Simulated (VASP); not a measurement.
## TiSn7O16 (a cell with a defect): electric field gradients with PBE

The system is TiSn7O16 (a cell with a defect).

```
Ti Sn O
1.0
    -4.73800    4.73800    3.18650
     4.73800   -4.73800    3.18650
     4.73800    4.73800   -3.18650
Ti Sn O
1 7 16
Direct
  0.00000 0.00000 0.00000
  0.50000 0.50000 0.00000
  0.50000 0.00000 0.50000
  0.00000 0.50000 0.50000
  0.50000 0.50000 0.50000
  0.00000 0.00000 0.50000
  0.00000 0.50000 0.00000
  0.50000 0.00000 0.00000
  0.15355 0.15355 0.30710
  0.65355 0.65355 0.30710
  0.65355 0.15355 0.80710
  0.15355 0.65355 0.80710
  0.65355 0.34645 0.50000
  0.15355 0.84645 0.50000
  0.15355 0.34645 0.00000
  0.65355 0.84645 0.00000
  0.34645 0.34645 0.69290
  0.84645 0.84645 0.69290
  0.84645 0.34645 0.19290
  0.34645 0.84645 0.19290
  0.34645 0.65355 0.50000
  0.84645 0.15355 0.50000
  0.84645 0.65355 0.00000
  0.34645 0.15355 0.00000
```

```
Program                : VASP 6.6.1
Task                   : electric field gradients
Functional             : PBE
Potentials or basis    : VASP PAW PBE potentials, release 64 (Ti_sv, Sn_d, O)
Cutoff                 : 520 eV
k mesh                 : 4 × 4 × 4
Occupations            : fermi-dirac, width 0.01 eV
Spin                   : no spin polarisation
Dipole correction      : no
Further INCAR settings : LREAL = Auto; ALGO = Normal; EDIFF = 1e-08; NBANDS = 121
```

```
Pressure                                : 7.9 GPa
Largest force                           : 1.730 eV/Å
Band gap on the k mesh                  : 1.76 eV
Largest electric field gradient by atom : Ti +30.4; Sn -41.6, -59.4, -62.6, -60.0 (each value once); O -81.3, -105.5, -106.3, -105.1, -75.4 (each value once) V/Å²
```

Forces in eV/Å, atoms in the order of the input:
```
Ti   0.000  0.000  0.000
Sn   0.000  0.000  0.000
Sn   0.000  0.000  0.000
Sn   0.000  0.000  0.000
Sn   0.000  0.000  0.000
Sn   0.000  0.000  0.000
Sn   0.000  0.000  0.000
Sn   0.000  0.000  0.000
O   -1.224 -1.224  0.000
O   -0.308 -0.308  0.000
O   -0.219 -0.253  0.000
O   -0.253 -0.219  0.000
O    0.221 -0.221  0.000
O    0.221 -0.221  0.000
O   -0.511  0.511 -1.314
O   -0.511  0.511  1.314
O    0.308  0.308  0.000
O    1.224  1.224  0.000
O    0.253  0.219  0.000
O    0.219  0.253  0.000
O   -0.221  0.221  0.000
O   -0.221  0.221  0.000
O    0.511 -0.511  1.314
O    0.511 -0.511 -1.314
```

Stress tensor (GPa, compression positive):
```
 7.44 -0.47  0.00
-0.47  7.44  0.00
 0.00  0.00  8.80
```

Levels at points of the mesh, in eV from the valence-band top:
| k point | band 101 | band 102 | band 103 | band 104 | band 105 | band 106 |
| --- | --- | --- | --- | --- | --- | --- |
| (0.00, 0.00, 0.00) | -0.72 | -0.71 | 0.00 | 1.76 | 1.87 | 2.57 |
| (0.50, 0.00, 0.00) | -0.68 | -0.53 | -0.50 | 2.14 | 2.43 | 2.56 |
| (0.50, 0.50, 0.00) | -0.76 | -0.47 | -0.47 | 1.90 | 2.54 | 2.56 |
| (0.00, 0.00, 0.50) | -0.77 | -0.54 | -0.44 | 1.80 | 2.54 | 2.56 |
| (0.50, 0.50, 0.50) | -0.63 | -0.60 | -0.59 | 1.84 | 2.48 | 2.54 |

Electric field gradients, principal values (V/Å²):
| atom | least | middle | greatest (by size) |
| --- | --- | --- | --- |
| 1 Ti | -7.080 | -23.299 | 30.378 |
| 2 Sn | 5.610 | 35.945 | -41.556 |
| 3 Sn | 7.024 | 52.334 | -59.358 |
| 4 Sn | 7.024 | 52.334 | -59.358 |
| 5 Sn | 8.513 | 54.101 | -62.614 |
| 6 Sn | 8.513 | 54.101 | -62.614 |
| 7 Sn | 8.154 | 51.802 | -59.956 |
| 8 Sn | 8.154 | 51.802 | -59.956 |
| 9 O | 28.996 | 52.310 | -81.307 |
| 10 O | 46.760 | 58.754 | -105.514 |
| 11 O | 48.352 | 57.992 | -106.344 |
| 12 O | 48.352 | 57.992 | -106.344 |
| 13 O | 47.328 | 57.724 | -105.052 |
| 14 O | 47.328 | 57.724 | -105.052 |
| 15 O | 15.708 | 59.663 | -75.371 |
| 16 O | 15.708 | 59.663 | -75.371 |
| 17 O | 46.760 | 58.754 | -105.514 |
| 18 O | 28.996 | 52.310 | -81.307 |
| 19 O | 48.352 | 57.992 | -106.344 |
| 20 O | 48.352 | 57.992 | -106.344 |
| 21 O | 47.328 | 57.724 | -105.052 |
| 22 O | 47.328 | 57.724 | -105.052 |
| 23 O | 15.708 | 59.663 | -75.371 |
| 24 O | 15.708 | 59.663 | -75.371 |

Run time: 19 min on 1 thread of Intel(R) Xeon(R) 6975P-C (Granite Rapids) (shared host), peak memory 0.66 GiB.

Caveat: without QUAD_EFG the Cq values of the log hold for a quadrupole moment of 1 mb, not for the nuclei; spin-orbit coupling is left out, which moves the levels of the heavy elements.
